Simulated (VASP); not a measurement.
BiTe, 2 atoms in the cell. Symmetry: R-3m, No. 166, trigonal system. Conventional cell: a = 4.845 Å, b = 4.845 Å, c = 9.952 Å, α = 90.00°, β = 90.00°, γ = 120.00°. Bi (site symmetry -3m) has 6 Te at 3.25 Å and 6 Bi at 4.34 Å within 4.4 Å. Te (site symmetry -3m) has 6 Bi at 3.25 Å and 6 Te at 4.34 Å within 4.4 Å. 

| Item | Value |
| --- | --- |
| Program | VASP 6.6.1 |
| Task | single point |
| Functional | HSE06 |
| Potentials or basis | VASP PAW PBE potentials, release 64 (Bi_d, Te) |
| Cutoff | 520 eV |
| k mesh | 3 × 3 × 3 |
| Occupations | fermi-dirac, width 0.05 eV |
| Spin | non-collinear spin, zero start, spin-orbit coupling |
| Starting moments | [[0.0, 0.0, 0.0], [0.0, 0.0, 0.0]] μB |
| Dipole correction | no |
| Grid for exact exchange (PRECFOCK) | Normal |
| Further INCAR settings | ALGO = Normal; EDIFF = 1e-06; NBANDS = 33 |
| Share of exact exchange | 0.25 |
| Screening parameter | 0.2079 1/Å |

Potentials or basis: VASP PAW PBE potentials, release 64 (Bi_d, Te).

The run is started by

```bash
$ cat potpaw_PBE.64/Bi_d/POTCAR potpaw_PBE.64/Te/POTCAR > POTCAR
$ cp INCAR.step1 INCAR
$ mpirun -np 1 vasp_ncl > vasp.out
$ cp INCAR.step2 INCAR
$ mpirun -np 1 vasp_ncl > vasp.out
```

Hardware: 1 thread of Intel Xeon 8259CL (shared host).

Question: Estimate the wall time of this run.

Answer: Run time: 65 min on 1 thread of Intel Xeon 8259CL, on a shared host, peak memory 0.46 GiB. Counts: k points 6.
